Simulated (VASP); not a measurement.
# Pt (Fm-3m) in VASP: single point with r2SCAN+rVV10

Aim: the single point of Pt with r2SCAN+rVV10.

Program: VASP 6.6.1. These are calculated values, not measurements. Logs are shortened: lines on timing, memory, paths and dates and some standing lists are left out, and cuts for length are marked.

**1. The cell of the first run**

It takes space group Fm-3m (No. 225, cubic). The conventional cell has a = 3.925 Å, b = 3.925 Å, c = 3.925 Å, α = 90.00°, β = 90.00°, γ = 90.00°. Pt (site symmetry m-3m) has 12 Pt at 2.78 Å within 3.7 Å.

**2. Single point, r2SCAN+rVV10**

The input, POSCAR:

```
Pt
1.0
    0.0000000000      1.9623920491      1.9623920491
    1.9623920491      0.0000000000      1.9623920491
    1.9623920491      1.9623920491      0.0000000000
Pt
1
Direct
    0.0000000000      0.0000000000      0.0000000000
```

The input, INCAR.step1:

```
  PREC = Accurate
  ENCUT = 630
  ISMEAR = 0
  SIGMA = 0.1
  LREAL = F
  LASPH = T
  NELM = 120
  NBANDS = 15
  GGA = PE
  ALGO = Normal
  EDIFF = 1E-5
  LWAVE = T
  LCHARG = F
  GGA_COMPAT = F
```

The input, INCAR.step2:

```
  PREC = Accurate
  ENCUT = 630
  EDIFF = 1E-6
  ISMEAR = 0
  SIGMA = 0.1
  LREAL = F
  LASPH = T
  NELM = 120
  ALGO = Normal
  ISIF = 2
  LWAVE = F
  LCHARG = F
  METAGGA = R2SCAN
  LMIXTAU = T
  LUSE_VDW = T
  IVDW_NL = 2
  BPARAM = 11.95
  CPARAM = 0.0093
  NBANDS = 15
  ISTART = 1
  GGA_COMPAT = F
```

The input, KPOINTS:

```
Automatic mesh
0
Gamma
  18 18 18
```

Potentials or basis: VASP PAW PBE potentials, release 64 (Pt_sv_GW).

On the command line:

```
$ cat potpaw_PBE.64/Pt_sv_GW/POTCAR > POTCAR
$ cp INCAR.step1 INCAR
$ mpirun -np 1 vasp_std > vasp.out
$ cp INCAR.step2 INCAR
$ mpirun -np 1 vasp_std > vasp.out
```

OUTCAR:

```text
PREC = Accurate
   ENCUT = 630
   EDIFF = 1E-6
   ISMEAR = 0
   LREAL = F
   LASPH = T
   NELM = 120
   ISIF = 2
   METAGGA = R2SCAN
   IVDW_NL = 2
   BPARAM = 11.95
   ISTART = 1

 ion  position               nearest neighbor table
   1  0.000  0.000  0.000-

  LATTYP: Found a face centered cubic cell.
 ALAT       =     3.9247840982

  Lattice vectors:

 A1 = (   0.0000000000,   1.9623920491,   1.9623920491)
 A2 = (   1.9623920491,   0.0000000000,   1.9623920491)
 A3 = (   1.9623920491,   1.9623920491,   0.0000000000)

Analysis of symmetry for initial positions (statically):
=====================================================================
 Subroutine PRICEL returns:
 Original cell was already a primitive cell.

 Routine SETGRP: Setting up the symmetry group for a
 face centered cubic supercell.

 Subroutine GETGRP returns: Found 48 space group operations
 (whereof 48 operations were pure point group operations)
 out of a pool of 48 trial point group operations.

The static configuration has the point symmetry O_h .

Analysis of symmetry for dynamics (positions and initial velocities):
=====================================================================
 Subroutine PRICEL returns:
 Original cell was already a primitive cell.

 Routine SETGRP: Setting up the symmetry group for a
 face centered cubic supercell.

 Subroutine GETGRP returns: Found 48 space group operations
 (whereof 48 operations were pure point group operations)
 out of a pool of 48 trial point group operations.

The dynamic configuration has the point symmetry O_h .

 Subroutine INISYM returns: Found 48 space group operations
 (whereof 48 operations are pure point group operations),
 and found     1 'primitive' translations

----------------------------------------------------------------------------------------

                                     Primitive cell

  volume of cell :      15.1143

  direct lattice vectors                    reciprocal lattice vectors
     0.000000000  1.962392049  1.962392049    -0.254791085  0.254791085  0.254791085
     1.962392049  0.000000000  1.962392049     0.254791085 -0.254791085  0.254791085
     1.962392049  1.962392049  0.000000000     0.254791085  0.254791085 -0.254791085

  length of vectors
     2.775241451  2.775241451  2.775241451     0.441311105  0.441311105  0.441311105

  position of ions in fractional coordinates (direct lattice)
     0.000000000  0.000000000  0.000000000

  ion indices of the primitive-cell ions
   primitive index   ion index
                 1           1

----------------------------------------------------------------------------------------

 KPOINTS: Automatic mesh

Automatic generation of k-mesh.
 Grid dimensions read from file:
 generate k-points for:   18   18   18

 Generating k-lattice:

  Cartesian coordinates                     Fractional coordinates (reciprocal lattice)
    -0.014155060  0.014155060  0.014155060     0.055555556  0.000000000  0.000000000
     0.014155060 -0.014155060  0.014155060     0.000000000  0.055555556  0.000000000
     0.014155060  0.014155060 -0.014155060     0.000000000  0.000000000  0.055555556

  Length of vectors
     0.024517284  0.024517284  0.024517284

  Shift w.r.t. Gamma in fractional coordinates (k-lattice)
     0.000000000  0.000000000  0.000000000

 Subroutine IBZKPT returns following result:
 ===========================================

 Found    195 irreducible k-points:

 Following reciprocal coordinates:
            Coordinates               Weight
  0.000000  0.000000  0.000000      1.000000
  0.055556  0.000000  0.000000      8.000000
  0.111111  0.000000  0.000000      8.000000
  0.166667  0.000000  0.000000      8.000000
  0.222222  0.000000  0.000000      8.000000
  0.277778  0.000000  0.000000      8.000000
[... 16 lines left out ...]
 -0.277778  0.055556  0.000000     24.000000
 -0.222222  0.055556  0.000000     24.000000
 [... further k-points ...]
   k-points           NKPTS =    195   k-points in BZ     NKDIM =    195   number of bands    NBANDS=     15
   number of dos      NEDOS =    301   number of ions     NIONS =      1
   total plane-waves  NPLWV =  13824
   dimension x,y,z NGX =    24 NGY =   24 NGZ =   24
   dimension x,y,z NGXF=    48 NGYF=   48 NGZF=   48
   ions per type =               1
   NGX,Y,Z   is equivalent  to a cutoff of  14.38, 14.38, 14.38 a.u.
   NGXF,Y,Z  is equivalent  to a cutoff of  28.75, 28.75, 28.75 a.u.
 SYSTEM =  unknown system
   PREC   = accura    normal or accurate (medium, high low for compatibility)
   ISTART =      1    job   : 0-new  1-cont  2-samecut
   ICHARG =      0    charge: 1-file 2-atom 10-const
   ISPIN  =      1    spin polarized calculation?
   LNONCOLLINEAR =      F non collinear calculations
   LSORBIT =      F    spin-orbit coupling
   LASPH  =      T    aspherical Exc in radial PAW
   ENCUT  =  630.0 eV  46.30 Ry    6.80 a.u.   5.68  5.68  5.68*2*pi/ulx,y,z
   NELM   =    120;   NELMIN=  2; NELMDL=  0     # of ELM steps
   EDIFF  = 0.1E-05   stopping-criterion for ELM
   LREAL  =      F    real-space projection
   EDIFFG = 0.1E-04   stopping-criterion for IOM
   NSW    =      0    number of steps for IOM
   IBRION =     -1    ionic relax: 0-MD 1-quasi-New 2-CG
   NFREE  =      0    steps in history (QN), initial steepest desc. (CG)
   ISIF   =      2    stress and relaxation
   ISYM   =      2    0-nonsym 1-usesym 2-fastsym
   POTIM  = 0.5000    time-step for ionic-motion
   TEBEG  =    0.0;   TEEND  =   0.0 temperature during run
   PSTRESS=    0.0 pullay stress
   NELECT =      18.0000    total number of electrons
   NUPDOWN=      -1.0000    fix difference up-down
   EMIN   =  10.00;   EMAX   =-10.00  energy-range for DOS
   EFERMI =   0.00;   METHOD = LEGACY
   ISMEAR =     0;   SIGMA  =   0.10  broadening in eV -4-tet -1-fermi 0-gaus
   EFERMI_NEDOS =   21; number of points for ismear=-14 and -15
   IALGO  =     38    algorithm
   IMIX   =      4    mixing-type and parameters
     AMIX     =   0.40;   BMIX     =  1.00
     AMIX_MAG =   1.60;   BMIX_MAG =  1.00
  volume/ion in A,a.u.               =      15.11       102.00
  Fermi-wavevector in a.u.,A,eV,Ry     =   1.735281  3.279206 40.969880  3.011201
  Thomas-Fermi vector in A             =   2.808917
   LORBIT       =      0    0 simple, 1 ext, 2 COOP (PROOUT), +10 PAW based schemes
   METAGGA = R2SCAN    functional components
   LHFCALC =     F    Hartree Fock is set to
   AEXX    =    0.0000 exact exchange contribution
   IVDW_NL    =     2    kernel type
   BPARAM     =11.9500
   IVDW    =     0    specifies the selected vdW correction
   LEPSILON=     F    determine dielectric tensor
   LRPA    =     F    only Hartree local field effects (RPA)
 non-spin polarized calculation
 Gauss-broadening in eV      SIGMA  =   0.10
  energy-cutoff  :      630.00
  volume of cell :       15.11
 maximum number of plane-waves:       556
   NGX = 11   NGY = 11   NGZ = 11

 number of electron      18.0000001 magnetization

 Free energy of the ion-electron system (eV)
  ---------------------------------------------------
  ext. energy  EPLUGINS =         0.00000000
  ---------------------------------------------------
  free energy    TOTEN  =       -51.06160989 eV

  energy without entropy =      -51.05147447  energy(sigma->0) =      -51.05654218

 E-fermi :  10.4350     XC(G=0): -15.2933

 val. band max:       10.4335427838   @ k =   0.4444   0.1111   0.0000
 cond. band min:      10.4350562108   @ k =  -0.2778   0.3889   0.1667
 fundamental gap:      0.0015134270
 Fermi energy:        10.4349919804

 k-point     1 :       0.0000    0.0000    0.0000
  band No.  band energies     occupation
      1     -90.2469      2.00000
      2     -43.5933      2.00000
      3     -43.5933      2.00000
      4     -43.5933      2.00000
      5      -0.0303      2.00000
      6       6.5295      2.00000
      7       6.5295      2.00000
      8       6.5295      2.00000
      9       8.6856      2.00000
     10       8.6856      2.00000
     11      25.7840      0.00000
     12      30.9308      0.00000
     13      30.9308      0.00000
     14      30.9308      0.00000
     15      36.8930      0.00000

 k-point     2 :       0.0556    0.0000    0.0000
  band No.  band energies     occupation
      1     -90.2456      2.00000
      2     -43.6088      2.00000
      3     -43.5955      2.00000
      4     -43.5955      2.00000
      5       0.0998      2.00000
      6       6.4719      2.00000
      7       6.5812      2.00000
      8       6.5812      2.00000
      9       8.6570      2.00000
     10       8.6570      2.00000
     11      25.9842      0.00000
     12      30.2785      0.00000
     13      31.1278      0.00000
     14      31.1278      0.00000
     15      37.6170      0.00000

 k-point     3 :       0.1111    0.0000    0.0000
  band No.  band energies     occupation
      1     -90.2424      2.00000
      2     -43.6535      2.00000
      3     -43.6019      2.00000
      4     -43.6019      2.00000
      5       0.4779      2.00000
      6       6.3244      2.00000
      7       6.7158      2.00000
      8       6.7158      2.00000
      9       8.5969      2.00000
     10       8.5969      2.00000
     11      26.5289      0.00000
     12      28.8710      0.00000
     13      31.7014      0.00000
     14      31.7014      0.00000
     15      38.3076      0.00000
[... 343 lines left out ...]
 k-point    23 :      -0.2778    0.0556    0.0000
  band No.  band energies     occupation
      1     -90.2222      2.00000
      2     -43.9194      2.00000
      3     -43.6577      2.00000
      4     -43.6357      2.00000
      5       2.6427      2.00000
      6       6.4042      2.00000
      7       6.8066      2.00000
      8       6.8717      2.00000
      9       8.9266      2.00000
     10       9.6842      2.00000
     11      22.8329      0.00000
     12      27.2667      0.00000
     13      31.9095      0.00000
     14      34.6716      0.00000
     15      34.8509      0.00000

 k-point    24 :      -0.2222    0.0556    0.0000
  band No.  band energies     occupation
      1     -90.2287      2.00000
      2     -43.8352      2.00000
      3     -43.6446      2.00000
      4     -43.6228      2.00000
      5       2.0872      2.00000
      6       6.0427      2.00000
      7       6.9214      2.00000
      8       6.9885      2.00000
      9       8.5118      2.00000
     10       9.2159      2.00000
     11      24.8793      0.00000
     12      27.7599      0.00000
     13      32.4373      0.00000
     14      33.9496      0.00000
     15      35.1802      0.00000

 [... further k-points ...]

------------------------ aborting loop because EDIFF is reached ----------------------------------------

  FORCE on cell =-STRESS in cart. coord.  units (eV):
  Direction    XX          YY          ZZ          XY          YZ          ZX
  --------------------------------------------------------------------------------------
  -------------------------------------------------------------------------------------
  Total       -0.0003133     -0.0003133     -0.0003133      0.0000000      0.0000000     -0.0000000
  in kB       -0.0332076     -0.0332076     -0.0332076      0.0000000      0.0000000     -0.0000000
  external PRESSURE =      -0.0332076 kB  Pullay stress =       0.0000000 kB

 VOLUME and BASIS-vectors are now :
 -----------------------------------------------------------------------------
  energy-cutoff  :      630.00
  volume of cell :       15.11
      direct lattice vectors                 reciprocal lattice vectors
     0.000000000  1.962392049  1.962392049    -0.254791085  0.254791085  0.254791085
     1.962392049  0.000000000  1.962392049     0.254791085 -0.254791085  0.254791085
     1.962392049  1.962392049  0.000000000     0.254791085  0.254791085 -0.254791085

 POSITION                                       TOTAL-FORCE (eV/Angst)
 -----------------------------------------------------------------------------------
      0.00000      0.00000      0.00000        -0.000000      0.000000      0.000000
 -----------------------------------------------------------------------------------
    total drift:                                0.000000     -0.000000     -0.000000

  FREE ENERGIE OF THE ION-ELECTRON SYSTEM (eV)
  ---------------------------------------------------
  free  energy   TOTEN  =       -51.0616098901 eV

  energy  without entropy=      -51.0514744671  energy(sigma->0) =      -51.05654218
```

It took 2 min on 1 thread of Intel Xeon Platinum 8375C at 2.90GHz (Ice Lake), shared host; peak memory 0.26 GiB.

Results:

```yaml
Free_energy: -51.0616 eV
Pressure: 0.0 GPa
Band_gap_on_the_k_mesh: zero (bands 9 and 10 overlap by 2.37 eV)
```

Levels at points of the mesh, in eV from the Fermi level:
| k point | band 6 | band 7 | band 8 | band 9 | band 10 | band 11 | band 12 | band 13 |
| --- | --- | --- | --- | --- | --- | --- | --- | --- |
| (0.00, 0.00, 0.00) | -3.91 | -3.91 | -3.91 | -1.75 | -1.75 | 15.35 | 20.50 | 20.50 |
| (0.50, 0.00, 0.00) | -4.00 | -4.00 | -0.29 | 0.02 | 0.02 | 6.15 | 15.01 | 19.83 |
| (0.50, 0.50, 0.00) | -6.84 | -0.06 | 0.52 | 0.52 | 1.95 | 9.34 | 11.99 | 11.99 |

Caveat: the PAW data sets were made with another functional, which shifts forces and pressure a little; spin-orbit coupling is left out, which moves the levels of the heavy elements.
